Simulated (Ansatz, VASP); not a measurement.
# Two plane-wave programs on Mg2GeN3

```xyz
6
Lattice="3.4802 0.0000 0.0000 -1.7401 3.0140 0.0000 0.0000 0.0000 8.5506" Properties=species:S:1:pos:R:3 pbc="T T T"
Mg    0.0000    2.0093    5.6396
Mg    1.7401    1.0047    2.9110
Ge    0.0000    0.0000    0.0000
N     0.0000    2.0093    1.6182
N     1.7401    1.0047    6.9324
N     0.0000    0.0000    4.2753
```

Change from the starting cell: species swapped into the CaMn2Te3 type (P-3m1, No. 164).

Alike in both runs: task relaxation of cell and atoms; functional PBE; k mesh 5 × 5 × 2; occupations gaussian, width 0.2 eV; no spin polarisation.

|  | VASP | Ansatz |
| --- | --- | --- |
| version | VASP 6.6.1 | Ansatz 0.2.0 |
| potentials or method | VASP PAW PBE potentials, release 64 (Mg, Ge_d, N), cutoff 600 eV | scalar-relativistic, plane waves, PAW |
| valence electrons in the cell | 33 | 49 |

Ansatz gave:

| Quantity | Value |
| --- | --- |
| gap on the k mesh at the Fermi level, each at its own relaxed structure (eV) | none |
| relaxed volume (Å³/atom) | 10.06 |
| relaxed cell length with the largest relative difference (Å) | 7.736 |

Task: Estimate VASP's values.

Result: gap on the k mesh at the Fermi level, each at its own relaxed structure (eV): none; relaxed volume (Å³/atom): 10.05; relaxed cell length with the largest relative difference (Å): 7.733.

A gap of «none» marks a metal or a gap that the smearing closes. VASP's potentials hold 33 valence electrons a cell and Ansatz's 49, so a difference there can come from the potentials and not from the codes.

The k mesh is coarse, so the values compare programs but aren't converged. Noted on VASP's run: the volume moved by over 15 % at a fixed basis, so the end points are rough.
